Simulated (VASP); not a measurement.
# Ni3RuN3 (P4mm) in VASP: a series of runs, part 2 of 2

VASP 6.6.1.

**3. Single point, PBE (9.38 Å³/atom)**

This run uses another cell than the first one, of 9.38 Å³/atom.

INCAR

```
SYSTEM = Ni3RuN3
  PREC = Accurate
  ENCUT = 520
  EDIFF = 1E-6
  ISMEAR = 0
  SIGMA = 0.1
  LREAL = .False.
  LASPH = .True.
  NELM = 60
  ALGO = Normal
  ISIF = 2
  LWAVE = .False.
  LCHARG = .False.
  GGA = PE
  NBANDS = 38
```

KPOINTS

```
regular mesh
0
Gamma
  8 8 6
  0 0 0
```

POSCAR

```
Ni3RuN3
1.0
    3.6820571801      0.0000000000      0.0000000000
    0.0000000000      3.6820571801      0.0000000000
    0.0000000000      0.0000000000      4.8428002827
Ni Ru N
3 1 3
Direct
    0.0000000000      0.5000000000      0.4466194289
    0.5000000000      0.0000000000      0.4466194289
    0.5000000000      0.5000000000      0.8256810196
    0.0000000000      0.0000000000      0.0400000013
    0.0000000000      0.5000000000      0.8468368460
    0.5000000000      0.0000000000      0.8468368460
    0.0000000000      0.0000000000      0.4191094395
```

Potentials or basis: VASP PAW PBE potentials, release 64 (Ni, Ru_pv, N).

Run with:

```bash
$ cat potpaw_PBE.64/Ni/POTCAR potpaw_PBE.64/Ru_pv/POTCAR potpaw_PBE.64/N/POTCAR > POTCAR
$ mpirun -np 1 vasp_std > vasp.out
```

Wall time 2.9 min (1 thread of Intel Xeon Platinum 8259CL at 2.50GHz (Skylake/Cascade Lake), shared host); peak memory 0.26 GiB.

The run converged. Its results:

| Quantity | Value |
| --- | --- |
| Free energy | -47.7633 eV |
| Pressure | 23.3 GPa |
| Largest force | 0.097 eV/Å |
| Band gap on the k mesh | zero (an odd number of electrons rules out a gap without spin polarisation) |

Forces on the atoms (eV/Å):
```
Ni   0.000  0.000 -0.002
Ni   0.000  0.000 -0.002
Ni   0.000  0.000  0.004
Ru   0.000  0.000 -0.097
N    0.000  0.000  0.030
N    0.000  0.000  0.030
N    0.000  0.000  0.036
```

Stress tensor (GPa, compression positive):
```
23.46  0.00  0.00
 0.00 23.46  0.00
 0.00  0.00 22.93
```

Levels at points of the mesh, in eV from the Fermi level:
```tsv
k point	band 27	band 28	band 29	band 30	band 31	band 32	band 33	band 34
(0.00, 0.00, 0.00)	-0.86	-0.80	-0.80	-0.63	-0.38	1.46	1.95	1.95
(0.50, 0.00, 0.00)	-1.06	-0.88	-0.58	-0.03	0.85	0.87	1.44	2.29
(0.50, 0.50, 0.00)	-0.87	-0.13	-0.02	-0.02	1.17	1.78	1.78	2.22
(0.00, 0.00, 0.50)	-0.75	-0.75	-0.63	0.24	0.60	1.02	1.92	1.92
(0.50, 0.00, 0.50)	-0.87	-0.39	-0.26	0.07	0.93	1.36	1.69	2.21
(0.50, 0.50, 0.50)	-1.10	-0.76	0.19	0.19	1.91	1.91	2.27	2.27
```

Caveat: the cell stands under pressure; an odd number of electrons without spin polarisation forces a metal; a magnetic or distorted state may lie lower; the run has no spin polarisation, though such a crystal can be magnetic.

**4. Single point, PBE**

INCAR

```
ALGO = Normal ; EDIFF = 1E-7
ENCUT = 520 ; GGA = PE
ISIF = 2 ; ISMEAR = 0
LASPH = True ; LCHARG = False
LREAL = False ; LWAVE = False
NBANDS = 38 ; NELM = 60
PREC = Accurate ; SIGMA = 0.1
```

KPOINTS

```
k-points
0
Gamma
  8 8 6
```

POSCAR

```
Ni3RuN3
1.0
    3.7435848956      0.0000000000      0.0000000000
    0.0000000000      3.7435848956      0.0000000000
    0.0000000000      0.0000000000      5.1482644980
Ni Ru N
3 1 3
Direct
    0.0000000000      0.5000000000      0.4565660668
    0.5000000000      0.0000000000      0.4565660668
    0.5000000000      0.5000000000      0.8225912986
    0.0000000000      0.0000000000      0.0422566187
    0.0000000000      0.5000000000      0.8437584748
    0.5000000000      0.0000000000      0.8437584748
    0.0000000000      0.0000000000      0.4062060096
```

Run with:

```bash
$ cat potpaw_PBE.64/Ni/POTCAR potpaw_PBE.64/Ru_pv/POTCAR potpaw_PBE.64/N/POTCAR > POTCAR
$ mpirun -np 1 vasp_std > vasp.out
```

Wall time 3.2 min (1 thread of Intel Xeon Platinum 8259CL at 2.50GHz (Skylake/Cascade Lake), shared host); peak memory 0.27 GiB.

The run converged. Its results:

```
Free energy            : -48.2027 eV
Pressure               : 0.3 GPa
Largest force          : 0.078 eV/Å
Band gap on the k mesh : zero (an odd number of electrons rules out a gap without spin polarisation)
```

Forces in eV/Å, atoms in the order of the input:
```
Ni   0.000  0.000  0.005
Ni   0.000  0.000  0.005
Ni   0.000  0.000  0.004
Ru   0.000  0.000 -0.078
N    0.000  0.000  0.029
N    0.000  0.000  0.029
N    0.000  0.000  0.006
```

Stress tensor (GPa, compression positive):
```
0.44 0.00 0.00
0.00 0.44 0.00
0.00 0.00 0.02
```

Levels at points of the mesh, in eV from the Fermi level:
```tsv
k point	band 25	band 26	band 27	band 28	band 29	band 30	band 31	band 32	band 33	band 34
(0.00, 0.00, 0.00)	-1.27	-1.06	-0.91	-0.66	-0.66	-0.51	-0.39	1.77	1.84	1.84
(0.50, 0.00, 0.00)	-1.45	-1.10	-0.93	-0.74	-0.37	-0.07	0.84	0.84	1.13	2.19
(0.50, 0.50, 0.00)	-0.77	-0.76	-0.76	-0.17	0.04	0.04	1.16	1.48	1.48	2.07
(0.00, 0.00, 0.50)	-1.27	-1.00	-0.64	-0.64	-0.51	0.16	0.55	0.80	1.70	1.70
(0.50, 0.00, 0.50)	-0.93	-0.93	-0.74	-0.37	-0.03	0.05	0.88	1.06	1.44	1.99
(0.50, 0.50, 0.50)	-1.07	-1.07	-0.93	-0.70	0.22	0.22	1.47	1.93	1.93	1.93
```

Caveat: an odd number of electrons without spin polarisation forces a metal; a magnetic or distorted state may lie lower; the run has no spin polarisation, though such a crystal can be magnetic. With open d or f shells a metallic result of PBE can be an artefact of self-interaction; +U or a hybrid may open a gap.

**5. Relaxation of shape and atoms at fixed volume, PBE (9.38 Å³/atom)**

This run uses another cell than the first one, of 9.38 Å³/atom.

INCAR

```
SYSTEM = Ni3RuN3
PREC = Accurate ; ENCUT = 600
EDIFF = 1E-6 ; ISMEAR = 0
SIGMA = 0.1 ; LREAL = .False.
LASPH = .True. ; NELM = 100
ALGO = Normal ; ISIF = 4
LWAVE = .False. ; LCHARG = .False.
GGA = PE ; IBRION = 2
NSW = 50 ; EDIFFG = -0.01
```

KPOINTS

```
Automatic mesh
0
Gamma
  8 8 6
  0 0 0
```

POSCAR

```
Ni3RuN3
1.0
    3.6592350524      0.0000000000      0.0000000000
    0.0000000000      3.6592350524      0.0000000000
    0.0000000000      0.0000000000      4.9033963708
Ni Ru N
3 1 3
Direct
    0.0000000000      0.5000000000      0.4505216815
    0.5000000000      0.0000000000      0.4505216815
    0.5000000000      0.5000000000      0.8242416759
    0.0000000000      0.0000000000      0.0414238592
    0.0000000000      0.5000000000      0.8452936820
    0.5000000000      0.0000000000      0.8452936820
    0.0000000000      0.0000000000      0.4144067481
```

Run with:

```bash
$ cat potpaw_PBE.64/Ni/POTCAR potpaw_PBE.64/Ru_pv/POTCAR potpaw_PBE.64/N/POTCAR > POTCAR
$ mpirun -np 1 vasp_std > vasp.out
```

Run time: 18 min. Hardware: 1 thread of Intel Xeon Platinum 8259CL at 2.50GHz (Skylake/Cascade Lake), shared host; peak memory 0.29 GiB.

It converged, with:

```
Free energy                  : -47.7691 eV
Energy gained by relaxing    : 2.4 meV/atom
Ionic steps                  : 12
Pressure after relaxing      : 22.6 GPa
Largest force after relaxing : 0.009 eV/Å
Band gap on the k mesh       : zero (an odd number of electrons rules out a gap without spin polarisation)
```

Forces on the atoms (eV/Å):
```
Ni   0.000  0.000 -0.005
Ni   0.000  0.000 -0.005
Ni   0.000  0.000  0.008
Ru   0.000  0.000  0.009
N    0.000  0.000 -0.002
N    0.000  0.000 -0.002
N    0.000  0.000 -0.004
```

Step by step:
| step | energy change (eV) | largest force (eV/Å) | pressure (GPa) | volume (Å³) |
| --- | --- | --- | --- | --- |
| 1 | 0.0000 | 0.4076 | 24.85 | 65.66 |
| 2 | -0.0077 | 0.2834 | 23.91 | 65.66 |
| 3 | -0.0077 | 0.3168 | 23.81 | 65.66 |
| 4 | -0.0127 | 0.1413 | 23.31 | 65.66 |
| 5 | -0.0136 | 0.1565 | 22.98 | 65.66 |
| 6 | -0.0150 | 0.1122 | 22.87 | 65.66 |
| 7 | -0.0162 | 0.0300 | 22.67 | 65.66 |
| 8 | -0.0164 | 0.0305 | 22.67 | 65.66 |
| 9 | -0.0164 | 0.0311 | 22.68 | 65.66 |
| 10 | -0.0165 | 0.0439 | 22.67 | 65.66 |
| 11 | -0.0165 | 0.0274 | 22.65 | 65.66 |
| 12 | -0.0165 | 0.0093 | 22.60 | 65.66 |

Final structure:
```
Ni Ru N
1.0
     3.69169    0.00000    0.00000
     0.00000    3.69169    0.00000
     0.00000    0.00000    4.81757
Ni Ru N
3 1 3
Direct
  0.00000 0.50000 0.44574
  0.50000 0.00000 0.44574
  0.50000 0.50000 0.82653
  0.00000 0.00000 0.03836
  0.00000 0.50000 0.84784
  0.50000 0.00000 0.84784
  0.00000 0.00000 0.41964
```

Levels at points of the mesh, in eV from the Fermi level:
```tsv
k point	band 28	band 29	band 30	band 31	band 32	band 33
(0.00, 0.00, 0.00)	-0.80	-0.80	-0.64	-0.39	1.41	1.93
(0.50, 0.00, 0.00)	-0.89	-0.60	-0.02	0.83	0.85	1.44
(0.50, 0.50, 0.00)	-0.12	-0.02	-0.02	1.13	1.77	1.77
(0.00, 0.00, 0.50)	-0.76	-0.64	0.24	0.57	1.12	1.90
(0.50, 0.00, 0.50)	-0.38	-0.28	0.07	0.89	1.41	1.67
(0.50, 0.50, 0.50)	-0.77	0.18	0.18	1.88	1.93	2.25
```

Caveat: an odd number of electrons without spin polarisation forces a metal; a magnetic or distorted state may lie lower; the run has no spin polarisation, though such a crystal can be magnetic. With open d or f shells a metallic result of PBE can be an artefact of self-interaction; +U or a hybrid may open a gap.

**6. The runs side by side**

```csv
task,cell,cutoff (eV),gap on the mesh (eV),pressure (GPa),largest force (eV/Å)
relaxation of cell and atoms,"relaxed from a = 3.750, b = 3.750, c = 5.127 Å, 7 atoms, atomic positions A",600,none,0.0,0.01
single point,"a = 3.682, b = 3.682, c = 4.843 Å, 7 atoms, atomic positions B",520,none,23.3,0.10
single point,"a = 3.744, b = 3.744, c = 5.148 Å, 7 atoms, atomic positions C",520,none,0.3,0.08
relaxation of shape and atoms at fixed volume,"relaxed from a = 3.659, b = 3.659, c = 4.903 Å, 7 atoms, atomic positions D",600,none,22.6,0.01
```

Alike in all rows: level PBE; potentials or basis VASP PAW PBE potentials, release 64 (Ni, Ru_pv, N); no spin polarisation; k mesh 8 × 8 × 6; smearing gaussian 0.1 eV.

Caveats: an odd number of electrons without spin polarisation forces a metal; a magnetic or distorted state may lie lower; the run has no spin polarisation, though such a crystal can be magnetic; the cell stands under pressure (at least some runs).

Absolute energies hang on the potentials; compare differences alone.
